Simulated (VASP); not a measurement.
Here is a VASP 6.6.1 calculation.

The input INCAR:

```
PREC = Accurate ; ENCUT = 600
EDIFF = 1E-6 ; ISMEAR = -1
SIGMA = 0.05 ; LREAL = False
LASPH = True ; NELM = 200
ALGO = Normal ; ISIF = 2
LWAVE = False ; LCHARG = True
ISPIN = 2 ; MAGMOM = 2 2
LORBIT = 11 ; LMAXMIX = 4
GGA = CA ; LELF = True
LVHAR = True ; NBANDS = 28
GGA_COMPAT = False
```

File KPOINTS:

```
Automatic mesh
0
Gamma
  12 12 7
```

POSCAR

```
Co
1.0
    2.4365880777      0.0000000000      0.0000000000
   -1.2182940388      2.1101471738      0.0000000000
    0.0000000000      0.0000000000      3.9803419532
Co
2
Direct
    0.3333333333      0.6666666667      0.7401390000
    0.6666666667      0.3333333333      0.2598610000
```

Potentials or basis: VASP PAW LDA potentials, release 64 (Co_sv).

The run is started by

```bash
$ cat potpaw_LDA.64/Co_sv/POTCAR > POTCAR
$ mpirun -np 1 vasp_std > vasp.out
```

What does it give for the largest force?

0.642 eV/Å.

Estimate the pressure.

-8.8 GPa.

What does it give for the net moment?

2.99 μB per cell.

Forces on the atoms (eV/Å):
```
Co   0.000  0.000  0.642
Co   0.000  0.000 -0.642
```

Caveat: the cell stands under tension.
